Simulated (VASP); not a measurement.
# Y2HfF (P4/mmm) in VASP: notebook

The runs below take Y2HfF through single point, relaxation of cell and atoms, with PBE.

Everything below comes from runs of VASP 6.6.1. Logs are shortened: lines on timing, memory, paths and dates and some standing lists are left out, and cuts for length are marked.

### Step 1. The cell of the first run

The structure is tetragonal, space group P4/mmm (No. 123). Conventional cell: a = 3.584 Å, b = 3.584 Å, c = 7.249 Å, α = 90.00°, β = 90.00°, γ = 90.00°. Within 3.1 Å of Y (site symmetry 4mm) lie 1 F at 2.31 Å and 1 Y at 2.62 Å and 4 Hf at 2.85 Å. Hf (site symmetry 4/mmm) has 8 Y at 2.85 Å and 4 Hf at 3.58 Å within 3.8 Å. F (site symmetry 4/mmm) has 2 Y at 2.31 Å within 3.1 Å.

### Step 2. Single point, PBE

The input, INCAR:

```
  PREC = Accurate
  ENCUT = 520
  EDIFF = 1E-7
  ISMEAR = 0
  SIGMA = 0.1
  LREAL = False
  LASPH = True
  NELM = 80
  ALGO = Normal
  ISIF = 2
  LWAVE = False
  LCHARG = False
  GGA = PE
  NBANDS = 28
```

The input, KPOINTS:

```
Automatic mesh
0
Gamma
  6 6 4
```

The input, POSCAR:

```
Y2HfF
1.0
    3.5843360600      0.0000000000      0.0000000000
    0.0000000000      3.5843360600      0.0000000000
    0.0000000000      0.0000000000      7.2488680600
Y Hf F
2 1 1
Direct
    0.5000000000      0.5000000000      0.1808582300
    0.5000000000      0.5000000000      0.8191417700
    0.0000000000      0.0000000000      0.0000000000
    0.5000000000      0.5000000000      0.5000000000
```

Potentials or basis: VASP PAW PBE potentials, release 64 (Y_sv, Hf_pv, F).

Started as:

```sh
$ cat potpaw_PBE.64/Y_sv/POTCAR potpaw_PBE.64/Hf_pv/POTCAR potpaw_PBE.64/F/POTCAR > POTCAR
$ mpirun -np 1 vasp_std > vasp.out
```

OUTCAR:

```text
PREC = Accurate
   ENCUT = 520
   EDIFF = 1E-7
   ISMEAR = 0
   LREAL = False
   LASPH = True
   NELM = 80
   ISIF = 2
   GGA = PE

 ion  position               nearest neighbor table
   1  0.500  0.500  0.181-   4 2.31   2 2.62   3 2.85   3 2.85   3 2.85   3 2.85
   2  0.500  0.500  0.819-   4 2.31   1 2.62   3 2.85   3 2.85   3 2.85   3 2.85
   3  0.000  0.000  0.000-   1 2.85   2 2.85   1 2.85   2 2.85   1 2.85   2 2.85   1 2.85   2 2.85

   4  0.500  0.500  0.500-   1 2.31   2 2.31

  LATTYP: Found a simple tetragonal cell.
 ALAT       =     3.5843360600
 C/A-ratio  =     2.0223740014

  Lattice vectors:

 A1 = (   3.5843360600,   0.0000000000,   0.0000000000)
 A2 = (   0.0000000000,   3.5843360600,   0.0000000000)
 A3 = (   0.0000000000,   0.0000000000,   7.2488680600)

Analysis of symmetry for initial positions (statically):
=====================================================================
 Subroutine PRICEL returns:
 Original cell was already a primitive cell.

 Routine SETGRP: Setting up the symmetry group for a
 simple tetragonal supercell.

 Subroutine GETGRP returns: Found 16 space group operations
 (whereof 16 operations were pure point group operations)
 out of a pool of 16 trial point group operations.

The static configuration has the point symmetry D_4h.

Analysis of symmetry for dynamics (positions and initial velocities):
=====================================================================
 Subroutine PRICEL returns:
 Original cell was already a primitive cell.

 Routine SETGRP: Setting up the symmetry group for a
 simple tetragonal supercell.

 Subroutine GETGRP returns: Found 16 space group operations
 (whereof 16 operations were pure point group operations)
 out of a pool of 16 trial point group operations.

The dynamic configuration has the point symmetry D_4h.

 Subroutine INISYM returns: Found 16 space group operations
 (whereof 16 operations are pure point group operations),
 and found     1 'primitive' translations

----------------------------------------------------------------------------------------

                                     Primitive cell

  volume of cell :      93.1296

  direct lattice vectors                    reciprocal lattice vectors
     3.584336060  0.000000000  0.000000000     0.278991697  0.000000000  0.000000000
     0.000000000  3.584336060  0.000000000     0.000000000  0.278991697  0.000000000
[... 82 lines left out ...]
   ICHARG =      2    charge: 1-file 2-atom 10-const
   ISPIN  =      1    spin polarized calculation?
   LNONCOLLINEAR =      F non collinear calculations
   LSORBIT =      F    spin-orbit coupling
   LASPH  =      T    aspherical Exc in radial PAW
   ENCUT  =  520.0 eV  38.22 Ry    6.18 a.u.   6.66  6.66 13.48*2*pi/ulx,y,z
   NELM   =     80;   NELMIN=  2; NELMDL= -5     # of ELM steps
   EDIFF  = 0.1E-06   stopping-criterion for ELM
   LREAL  =      F    real-space projection
   EDIFFG = 0.1E-05   stopping-criterion for IOM
   NSW    =      0    number of steps for IOM
   IBRION =     -1    ionic relax: 0-MD 1-quasi-New 2-CG
   NFREE  =      0    steps in history (QN), initial steepest desc. (CG)
   ISIF   =      2    stress and relaxation
   ISYM   =      2    0-nonsym 1-usesym 2-fastsym
   POTIM  = 0.5000    time-step for ionic-motion
   TEBEG  =    0.0;   TEEND  =   0.0 temperature during run
   PSTRESS=    0.0 pullay stress
   NELECT =      39.0000    total number of electrons
   NUPDOWN=      -1.0000    fix difference up-down
   EMIN   =  10.00;   EMAX   =-10.00  energy-range for DOS
   EFERMI =   0.00;   METHOD = LEGACY
   ISMEAR =     0;   SIGMA  =   0.10  broadening in eV -4-tet -1-fermi 0-gaus
   EFERMI_NEDOS =   21; number of points for ismear=-14 and -15
   IALGO  =     38    algorithm
   IMIX   =      4    mixing-type and parameters
     AMIX     =   0.40;   BMIX     =  1.00
     AMIX_MAG =   1.60;   BMIX_MAG =  1.00
  volume/ion in A,a.u.               =      23.28       157.12
  Fermi-wavevector in a.u.,A,eV,Ry     =   1.224806  2.314547 20.410762  1.500149
  Thomas-Fermi vector in A             =   2.359867
   LORBIT       =      0    0 simple, 1 ext, 2 COOP (PROOUT), +10 PAW based schemes
   GGA     = PE    functional components
   LHFCALC =     F    Hartree Fock is set to
   AEXX    =    0.0000 exact exchange contribution
   IVDW    =     0    specifies the selected vdW correction
   LEPSILON=     F    determine dielectric tensor
   LRPA    =     F    only Hartree local field effects (RPA)
 non-spin polarized calculation
 Gauss-broadening in eV      SIGMA  =   0.10
  energy-cutoff  :      520.00
  volume of cell :       93.13
 maximum number of plane-waves:      2538
 NGX is ok and might be reduce to    28
   NGX = 13   NGY = 13   NGZ = 27

 number of electron      39.0000009 magnetization

 Free energy of the ion-electron system (eV)
  ---------------------------------------------------
  ext. energy  EPLUGINS =         0.00000000
  ---------------------------------------------------
  free energy    TOTEN  =       -25.22631996 eV

  energy without entropy =      -25.20909421  energy(sigma->0) =      -25.21770708

 E-fermi :   2.8854     XC(G=0):  -9.5055

 val. band max:        2.8601665172   @ k =   0.5000   0.3333   0.5000
 cond. band min:       2.8855570238   @ k =   0.5000   0.3333   0.2500
 fundamental gap:      0.0253905066
 Fermi energy:         2.8854269725

 k-point     1 :       0.0000    0.0000    0.0000
  band No.  band energies     occupation
      1     -39.2569      2.00000
      2     -38.9215      2.00000
      3     -27.0898      2.00000
      4     -26.9689      2.00000
      5     -26.9689      2.00000
      6     -21.1788      2.00000
[... 733 lines left out ...]
     27       8.0968      0.00000
     28       8.5751      0.00000

 [... further k-points ...]
[... 5 lines left out ...]
  --------------------------------------------------------------------------------------
  -------------------------------------------------------------------------------------
  Total       10.9232281     10.9232281      7.1008882      0.0000000      0.0000000      0.0000000
  in kB      187.9204090    187.9204090    122.1618559      0.0000000      0.0000000      0.0000000
  external PRESSURE =     166.0008913 kB  Pullay stress =       0.0000000 kB

 VOLUME and BASIS-vectors are now :
 -----------------------------------------------------------------------------
  energy-cutoff  :      520.00
  volume of cell :       93.13
      direct lattice vectors                 reciprocal lattice vectors
     3.584336060  0.000000000  0.000000000     0.278991697  0.000000000  0.000000000
     0.000000000  3.584336060  0.000000000     0.000000000  0.278991697  0.000000000
     0.000000000  0.000000000  7.248868060     0.000000000  0.000000000  0.137952573

 POSITION                                       TOTAL-FORCE (eV/Angst)
 -----------------------------------------------------------------------------------
      1.79217      1.79217      1.31102         0.000000      0.000000      5.293301
      1.79217      1.79217      5.93785         0.000000      0.000000     -5.293301
      0.00000      0.00000      0.00000         0.000000      0.000000      0.000000
      1.79217      1.79217      3.62443         0.000000      0.000000      0.000000
 -----------------------------------------------------------------------------------
    total drift:                                0.000000      0.000000     -0.000000

  FREE ENERGIE OF THE ION-ELECTRON SYSTEM (eV)
  ---------------------------------------------------
  free  energy   TOTEN  =       -25.2263199557 eV

  energy  without entropy=      -25.2090942076  energy(sigma->0) =      -25.21770708
```

stdout:

```text
POSCAR found type information on POSCAR Y HfF
 POSCAR found :  3 types and       4 ions
 scaLAPACK will be used
 LDA part: xc-table for (Slater+PW92), standard interpolation
 POSCAR, INCAR and KPOINTS ok, starting setup
 FFT: planning ... GRIDC
 FFT: planning ... GRID_SOFT
 FFT: planning ... GRID
 WAVECAR not read
 entering main loop
```

It took 90 s on 1 thread of AMD EPYC 7R43 (Zen 3), shared host; peak memory 0.22 GiB.

Results:

| Quantity | Value |
| --- | --- |
| Free energy | -25.2263 eV |
| Pressure | 16.6 GPa |
| Largest force | 5.293 eV/Å |

Forces in eV/Å, atoms in the order of the input:
```
Y    0.000  0.000  5.293
Y    0.000  0.000 -5.293
Hf   0.000  0.000  0.000
F    0.000  0.000  0.000
```

Stress tensor (GPa, compression positive):
```
18.79  0.00  0.00
 0.00 18.79  0.00
 0.00  0.00 12.22
```

Caveat: spin-orbit coupling is left out, which moves the levels of the heavy elements; an odd number of electrons without spin polarisation forces a metal; a magnetic or distorted state may lie lower.

### Step 3. Single point, PBE

This run uses another cell than the first one, of 26.63 Å³/atom, 1.144 times its volume.

The input, INCAR:

```
ALGO = Normal
EDIFF = 1E-6
ENCUT = 520
GGA = PE
ISIF = 2
ISMEAR = 0
LASPH = True
LCHARG = True
LELF = True
LREAL = False
LVHAR = True
LWAVE = False
NBANDS = 28
NELM = 80
PREC = Accurate
SIGMA = 0.1
```

The input, KPOINTS:

```
k-points
0
Gamma
  6 6 4
```

The input, POSCAR:

```
Y2HfF
1.0
    3.4769053576      0.0000000000      0.0000000000
    0.0000000000      3.4769053576      0.0000000000
    0.0000000000      0.0000000000      8.8097863805
Y Hf F
2 1 1
Direct
    0.5000000000      0.5000000000      0.2505674968
    0.5000000000      0.5000000000      0.7494325032
    0.0000000000      0.0000000000      0.0000000000
    0.5000000000      0.5000000000      0.5000000000
```

Potentials or basis: VASP PAW PBE potentials, release 64 (Y_sv, Hf_pv, F).

Started as:

```sh
$ cat potpaw_PBE.64/Y_sv/POTCAR potpaw_PBE.64/Hf_pv/POTCAR potpaw_PBE.64/F/POTCAR > POTCAR
$ mpirun -np 1 vasp_std > vasp.out
```

It took 1.8 min on 1 thread of AMD EPYC 7R43 (Zen 3), shared host; peak memory 0.25 GiB.

Results (log left out):

```
Free energy   : -29.0367 eV
Pressure      : -0.2 GPa
Largest force : 0.017 eV/Å
```

Forces in eV/Å, atoms in the order of the input:
```
Y    0.000  0.000 -0.017
Y    0.000  0.000  0.017
Hf   0.000  0.000  0.000
F    0.000  0.000  0.000
```

Stress tensor (GPa, compression positive):
```
-0.23  0.00  0.00
 0.00 -0.23  0.00
 0.00  0.00 -0.12
```

Levels at points of the mesh, in eV from the Fermi level:
```csv
k point,band 16,band 17,band 18,band 19,band 20,band 21,band 22,band 23
"(0.00, 0.00, 0.00)",-5.14,-2.74,-2.31,-1.31,0.02,1.37,1.55,1.65
"(0.50, 0.00, 0.00)",-2.86,-1.65,-1.38,0.34,0.56,0.58,1.31,1.33
"(0.50, 0.50, 0.00)",-2.13,-1.61,-0.94,-0.87,-0.87,0.44,0.44,3.26
"(0.00, 0.00, 0.50)",-4.93,-3.03,-2.10,-1.29,-0.04,1.44,1.73,1.73
"(0.50, 0.00, 0.50)",-2.91,-1.74,-1.23,0.36,0.68,0.81,1.26,1.29
"(0.50, 0.50, 0.50)",-2.06,-1.44,-1.09,-0.77,-0.77,0.25,0.25,3.55
```

Caveat: spin-orbit coupling is left out, which moves the levels of the heavy elements; an odd number of electrons without spin polarisation forces a metal; a magnetic or distorted state may lie lower.

(Continued in part 2 of 2.)
